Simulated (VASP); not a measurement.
# Ni in VASP: notebook

The runs below take Ni through single point, with PBE.

Program: VASP 6.6.1. These are calculated values, not measurements. Logs are shortened: lines on timing, memory, paths and dates and some standing lists are left out, and cuts for length are marked.

## (1) The cell of the first run

The typed cell holds 2 atoms: a = 2.457 Å, b = 2.450 Å, c = 3.460 Å, α = 90.00°, β = 90.00°, γ = 90.00°.

## (2) Single point, PBE, collinear spin, ferromagnetic start

INCAR

```
SYSTEM = Ni
PREC = Accurate ; ENCUT = 520
EDIFF = 1E-6 ; ISMEAR = -1
SIGMA = 0.05 ; LREAL = .FALSE.
LASPH = .TRUE. ; NELM = 150
ALGO = Fast ; ISIF = 2
LWAVE = .FALSE. ; LCHARG = .FALSE.
ISPIN = 2 ; MAGMOM = 1 1
LORBIT = 11 ; LMAXMIX = 4
GGA = PE ; NBANDS = 21
```

KPOINTS

```
regular mesh
0
G
  8 9 5
  0 0 0
```

POSCAR

```
Ni
1.0
   -1.2245314146      1.2256597348      1.7418331516
    1.2288380653     -1.2276638344      1.7275560048
    2.4462920277      2.4463458059     -0.0016231570
Ni
2
Direct
    0.0000000543      0.9999999501     -0.0000000682
    0.4999999457      0.5000000499      0.5000000682
```

Potentials or basis: VASP PAW PBE potentials, release 64 (Ni).

The run is started by

```sh
$ cat potpaw_PBE.64/Ni/POTCAR > POTCAR
$ mpirun -np 1 vasp_std > vasp.out
```

OUTCAR:

```text
SYSTEM = Ni
   PREC = Accurate
   ENCUT = 520
   EDIFF = 1E-6
   ISMEAR = -1
   LREAL = .FALSE.
   LASPH = .TRUE.
   NELM = 150
   ISIF = 2
   ISPIN = 2
   LORBIT = 11
   GGA = PE

 ion  position               nearest neighbor table
   1  0.000  1.000  1.000-   2 2.45   2 2.45   2 2.45   2 2.45   2 2.45   2 2.45   2 2.45   2 2.45

   2  0.500  0.500  0.500-   1 2.45   1 2.45   1 2.45   1 2.45   1 2.45   1 2.45   1 2.45   1 2.45

  Warning from LATTYP: Monoclinic adjustment (A1->A3, A2->A1, A3->A2)!
  LATTYP: Found a simple monoclinic cell.
 ALAT       =     2.4498267757
 B/A-ratio  =     1.4121887333
 C/A-ratio  =     1.0028327461
 COS(beta)  =    -0.0000555978

  Lattice vectors:

 A1 = (   1.2288380653,  -1.2276638344,   1.7275560048)
 A2 = (   2.4462920277,   2.4463458059,  -0.0016231570)
 A3 = (  -1.2245314146,   1.2256597348,   1.7418331516)

Analysis of symmetry for initial positions (statically):
=====================================================================
 Subroutine PRICEL returns following result:

  LATTYP: Found a base centered monoclinic cell.
 ALAT       =     3.4693923756
 B/A-ratio  =     0.9971826177
 C/A-ratio  =     0.7061256008
 COS(beta)  =    -0.7060863715

  Lattice vectors:

 A1 = (  -1.2252999285,  -1.2221709312,  -1.7338829827)
 A2 = (   1.2209920992,   1.2241748747,  -1.7355061397)
 A3 = (   1.2288380653,  -1.2276638344,   1.7275560048)

   2 primitive cells build up your supercell.

 Routine SETGRP: Setting up the symmetry group for a
 simple monoclinic supercell.

 Subroutine GETGRP returns: Found  4 space group operations
 (whereof  4 operations were pure point group operations)
 out of a pool of  4 trial point group operations.

The static configuration has the point symmetry C_2h.

Analysis of symmetry for dynamics (positions and initial velocities):
=====================================================================
 Subroutine PRICEL returns following result:

  LATTYP: Found a base centered monoclinic cell.
 ALAT       =     3.4693923756
 B/A-ratio  =     0.9971826177
 C/A-ratio  =     0.7061256008
 COS(beta)  =    -0.7060863715

  Lattice vectors:

 A1 = (  -1.2252999285,  -1.2221709312,  -1.7338829827)
 A2 = (   1.2209920992,   1.2241748747,  -1.7355061397)
 A3 = (   1.2288380653,  -1.2276638344,   1.7275560048)

   2 primitive cells build up your supercell.

 Routine SETGRP: Setting up the symmetry group for a
 simple monoclinic supercell.

 Subroutine GETGRP returns: Found  4 space group operations
 (whereof  4 operations were pure point group operations)
 out of a pool of  4 trial point group operations.

The dynamic configuration has the point symmetry C_2h.

Analysis of structural, dynamic, and magnetic symmetry:
=====================================================================
 Subroutine PRICEL returns following result:

  LATTYP: Found a base centered monoclinic cell.
 ALAT       =     3.4693923756
 B/A-ratio  =     0.9971826177
 C/A-ratio  =     0.7061256008
 COS(beta)  =    -0.7060863715

  Lattice vectors:

 A1 = (  -1.2252999285,  -1.2221709312,  -1.7338829827)
 A2 = (   1.2209920992,   1.2241748747,  -1.7355061397)
 A3 = (   1.2288380653,  -1.2276638344,   1.7275560048)

   2 primitive cells build up your supercell.

 Routine SETGRP: Setting up the symmetry group for a
 simple monoclinic supercell.

 Subroutine GETGRP returns: Found  4 space group operations
 (whereof  4 operations were pure point group operations)
 out of a pool of  4 trial point group operations.

The overall configuration has the point symmetry C_2h.

 Subroutine INISYM returns: Found  4 space group operations
 (whereof  4 operations are pure point group operations),
 and found     2 'primitive' translations

----------------------------------------------------------------------------------------

                                     Primitive cell

  volume of cell :      10.4111

  direct lattice vectors                    reciprocal lattice vectors
    -1.225299928 -1.222170931 -1.733882983    -0.001516405 -0.407447982 -0.288468642
     1.220992099  1.224174875 -1.735506140     0.407256448  0.001333878 -0.288740087
     1.228838065 -1.227663834  1.727556005     0.407608665 -0.407600197 -0.000741547

  length of vectors
     2.449777928  2.449777008  2.449826776     0.499229722  0.499229839  0.576440192

  position of ions in fractional coordinates (direct lattice)
     0.000000014  0.999999877  0.999999896

  ion indices of the primitive-cell ions
   primitive index   ion index
                 1           1

----------------------------------------------------------------------------------------

 KPOINTS: regular mesh

Automatic generation of k-mesh.
 Grid dimensions read from file:
 generate k-points for:    8    9    5

 Generating k-lattice:

  Cartesian coordinates                     Fractional coordinates (reciprocal lattice)
    -0.025358747  0.025382126  0.036075538     0.125000000 -0.000000000 -0.000000000
     0.022748734 -0.022727012  0.031984764     0.000000000  0.111111111 -0.000000000
     0.040877274  0.040878197 -0.000027129    -0.000000000  0.000000000  0.200000000

  Length of vectors
     0.050879886  0.045354681  0.057809855

  Shift w.r.t. Gamma in fractional coordinates (k-lattice)
     0.000000000  0.000000000  0.000000000

 Subroutine IBZKPT returns following result:
 ===========================================

 Found    111 irreducible k-points:

 Following reciprocal coordinates:
            Coordinates               Weight
  0.000000  0.000000  0.000000      1.000000
  0.125000  0.000000 -0.000000      2.000000
  0.250000  0.000000 -0.000000      2.000000
  0.375000  0.000000 -0.000000      2.000000
  0.500000  0.000000 -0.000000      1.000000
  0.000000  0.111111  0.000000      2.000000
[... 16 lines left out ...]
  0.125000  0.333333  0.000000      2.000000
  0.250000  0.333333  0.000000      2.000000
 [... further k-points ...]
   k-points           NKPTS =    111   k-points in BZ     NKDIM =    111   number of bands    NBANDS=     21
   number of dos      NEDOS =    301   number of ions     NIONS =      2
   total plane-waves  NPLWV =   9072
   dimension x,y,z NGX =    18 NGY =   18 NGZ =   28
   dimension x,y,z NGXF=    36 NGYF=   36 NGZF=   56
   ions per type =               2
   NGX,Y,Z   is equivalent  to a cutoff of  12.18, 12.21, 13.45 a.u.
   NGXF,Y,Z  is equivalent  to a cutoff of  24.36, 24.43, 26.91 a.u.
 SYSTEM =  Ni
   PREC   = accura    normal or accurate (medium, high low for compatibility)
   ISTART =      0    job   : 0-new  1-cont  2-samecut
   ICHARG =      2    charge: 1-file 2-atom 10-const
   ISPIN  =      2    spin polarized calculation?
   LNONCOLLINEAR =      F non collinear calculations
   LSORBIT =      F    spin-orbit coupling
   LASPH  =      T    aspherical Exc in radial PAW
   ENCUT  =  520.0 eV  38.22 Ry    6.18 a.u.   4.57  4.56  6.43*2*pi/ulx,y,z
   NELM   =    150;   NELMIN=  2; NELMDL= -5     # of ELM steps
   EDIFF  = 0.1E-05   stopping-criterion for ELM
   LREAL  =      F    real-space projection
   EDIFFG = 0.1E-04   stopping-criterion for IOM
   NSW    =      0    number of steps for IOM
   IBRION =     -1    ionic relax: 0-MD 1-quasi-New 2-CG
   NFREE  =      0    steps in history (QN), initial steepest desc. (CG)
   ISIF   =      2    stress and relaxation
   ISYM   =      2    0-nonsym 1-usesym 2-fastsym
   POTIM  = 0.5000    time-step for ionic-motion
   TEBEG  =    0.0;   TEEND  =   0.0 temperature during run
   PSTRESS=    0.0 pullay stress
   NELECT =      20.0000    total number of electrons
   NUPDOWN=      -1.0000    fix difference up-down
   EMIN   =  10.00;   EMAX   =-10.00  energy-range for DOS
   EFERMI =   0.00;   METHOD = LEGACY
   ISMEAR =    -1;   SIGMA  =   0.05  broadening in eV -4-tet -1-fermi 0-gaus
   EFERMI_NEDOS =   21; number of points for ismear=-14 and -15
   IALGO  =     68    algorithm
   IMIX   =      4    mixing-type and parameters
     AMIX     =   0.40;   BMIX     =  1.00
     AMIX_MAG =   1.60;   BMIX_MAG =  1.00
  volume/ion in A,a.u.               =      10.41        70.26
  Fermi-wavevector in a.u.,A,eV,Ry     =   1.615260  3.052398 35.498471  2.609064
  Thomas-Fermi vector in A             =   2.710036
   LORBIT       =     11    0 simple, 1 ext, 2 COOP (PROOUT), +10 PAW based schemes
   GGA     = PE    functional components
   LHFCALC =     F    Hartree Fock is set to
   AEXX    =    0.0000 exact exchange contribution
   IVDW    =     0    specifies the selected vdW correction
   LEPSILON=     F    determine dielectric tensor
   LRPA    =     F    only Hartree local field effects (RPA)
 spin polarized calculation
 RMM-DIIS sequential band-by-band and
  energy-cutoff  :      520.00
  volume of cell :       20.82
 maximum number of plane-waves:       581
   NGX =  9   NGY =  9   NGZ = 13

 number of electron      20.0000019 magnetization       1.2135447

 Free energy of the ion-electron system (eV)
  ---------------------------------------------------
  ext. energy  EPLUGINS =         0.00000000
  ---------------------------------------------------
  free energy    TOTEN  =       -10.93183613 eV

  energy without entropy =      -10.90587642  energy(sigma->0) =      -10.91885627

 E-fermi :  10.0133     XC(G=0): -13.5170

 val. band max:       10.0091309719   @ k =   0.0000  -0.0000   0.2000
 cond. band min:      10.0187930815   @ k =  -0.3750   0.4444   0.0000
 fundamental gap:      0.0096621096
 Fermi energy:        10.0133071184

 spin component 1

 k-point     1 :       0.0000    0.0000    0.0000
  band No.  band energies     occupation
      1       0.6942      1.00000
      2       5.1061      1.00000
      3       5.5981      1.00000
      4       7.4577      1.00000
      5       7.4740      1.00000
      6       7.5000      1.00000
[... 13 lines left out ...]
     20      38.3456      0.00000
     21      38.3804      0.00000

 k-point     2 :       0.1250    0.0000   -0.0000
  band No.  band energies     occupation
      1       1.1105      1.00000
      2       5.3199      1.00000
      3       5.7380      1.00000
      4       7.3408      1.00000
      5       7.5619      1.00000
      6       7.6056      1.00000
[... 13 lines left out ...]
     20      37.0422      0.00000
     21      38.9653      0.00000
[... 487 lines left out ...]
      5       6.9897      1.00000
      6       7.6642      1.00000
[... 13 lines left out ...]
     20      36.8676      0.00000
     21      39.5810      0.00000

 k-point    24 :       0.2500    0.3333    0.0000
  band No.  band energies     occupation
      1       4.4425      1.00000
      2       5.9884      1.00000
      3       6.2642      1.00000
      4       6.4340      1.00000
      5       7.1797      1.00000
      6       8.0313      1.00000
[... 13 lines left out ...]
     20      36.0547      0.00000
     21      38.8634      0.00000

 [... further k-points ...]

 spin component 2

 k-point     1 :       0.0000    0.0000    0.0000
  band No.  band energies     occupation
      1       0.6610      1.00000
      2       5.4274      1.00000
      3       6.1831      1.00000
      4       8.1951      1.00000
      5       8.2179      1.00000
      6       8.2204      1.00000
[... 13 lines left out ...]
     20      38.3188      0.00000
     21      38.3575      0.00000

 k-point     2 :       0.1250    0.0000   -0.0000
  band No.  band energies     occupation
      1       1.0778      1.00000
      2       5.6490      1.00000
      3       6.3194      1.00000
      4       8.0650      1.00000
      5       8.3104      1.00000
      6       8.3212      1.00000
[... 13 lines left out ...]
     20      37.0119      0.00000
     21      38.9421      0.00000
[... 487 lines left out ...]
      5       7.5908      1.00000
      6       8.2599      1.00000
[... 13 lines left out ...]
     20      36.8909      0.00000
     21      39.7379      0.00000

 k-point    24 :       0.2500    0.3333    0.0000
  band No.  band energies     occupation
      1       4.5038      1.00000
      2       6.3424      1.00000
      3       6.9100      1.00000
      4       7.0313      1.00000
      5       7.7579      1.00000
      6       8.5137      1.00000
[... 13 lines left out ...]
     20      36.2092      0.00000
     21      38.8723      0.00000

 [... further k-points ...]

------------------------ aborting loop because EDIFF is reached ----------------------------------------

  FORCE on cell =-STRESS in cart. coord.  units (eV):
  Direction    XX          YY          ZZ          XY          YZ          ZX
  --------------------------------------------------------------------------------------
  -------------------------------------------------------------------------------------
  Total        1.2734702      1.2734672      1.2815486     -0.0071054     -0.0014173      0.0014278
  in kB       97.9877926     97.9875650     98.6093896     -0.5467305     -0.1090534      0.1098665
  external PRESSURE =      98.1949157 kB  Pullay stress =       0.0000000 kB

 VOLUME and BASIS-vectors are now :
 -----------------------------------------------------------------------------
  energy-cutoff  :      520.00
  volume of cell :       20.82
      direct lattice vectors                 reciprocal lattice vectors
    -1.224531415  1.225659735  1.741833152    -0.202869978  0.203057008  0.288604302
     1.228838065 -1.227663834  1.727556005     0.204738603 -0.204543105  0.287862875
     2.446292028  2.446345806 -0.001623157     0.204386371  0.204390985 -0.000135644

 POSITION                                       TOTAL-FORCE (eV/Angst)
 -----------------------------------------------------------------------------------
      3.67513      1.21868      1.72593         0.000000      0.000000     -0.000000
      1.22530      1.22217      1.73388         0.000000      0.000000      0.000000
 -----------------------------------------------------------------------------------
    total drift:                               -0.000000     -0.000000      0.000000

  FREE ENERGIE OF THE ION-ELECTRON SYSTEM (eV)
  ---------------------------------------------------
  free  energy   TOTEN  =       -10.9318361261 eV

  energy  without entropy=      -10.9058764171  energy(sigma->0) =      -10.91885627

 total charge

# of ion       s       p       d       tot
------------------------------------------
    1        0.517   0.538   8.338   9.392
    2        0.517   0.538   8.338   9.392
--------------------------------------------------
tot          1.034   1.075  16.675  18.784

 magnetization (x)

# of ion       s       p       d       tot
------------------------------------------
    1       -0.007  -0.026   0.647   0.615
    2       -0.007  -0.026   0.647   0.615
--------------------------------------------------
tot         -0.013  -0.052   1.295   1.230
```

It took 57 s on 1 thread of Intel Xeon 6975P-C (Granite Rapids), shared host; peak memory 0.18 GiB.

What came out:

| Property | Result |
| --- | --- |
| Free energy | -10.9318 eV |
| Pressure | 9.8 GPa |
| Net moment | 1.21 μB per cell |
| Site moments | Ni +0.61 μB |
| Valence electrons inside the program's atomic spheres | Ni 9.39 |

Levels at points of the mesh, in eV from the Fermi level:
Spin up:
| k point | band 7 | band 8 | band 9 | band 10 | band 11 | band 12 | band 13 | band 14 | band 15 | band 16 |
| --- | --- | --- | --- | --- | --- | --- | --- | --- | --- | --- |
| (0.00, 0.00, 0.00) | -1.29 | -1.27 | -0.52 | -0.45 | -0.44 | 2.52 | 9.68 | 15.12 | 15.27 | 20.26 |
| (0.50, 0.00, 0.00) | -1.74 | -1.74 | -1.43 | -1.43 | 1.03 | 1.03 | 11.91 | 11.91 | 13.38 | 13.38 |
Spin down:
```
           k point  band 8  band 9  band 10  band 11  band 12  band 13
(0.00, 0.00, 0.00)   -0.72    0.07     0.41     0.41     2.49     9.91
(0.50, 0.00, 0.00)   -1.20   -0.63    -0.63     1.60     1.60    12.10
```

Caveat: the k points lie up to 0.36 Å⁻¹ apart.

[end of part 1 of 2]
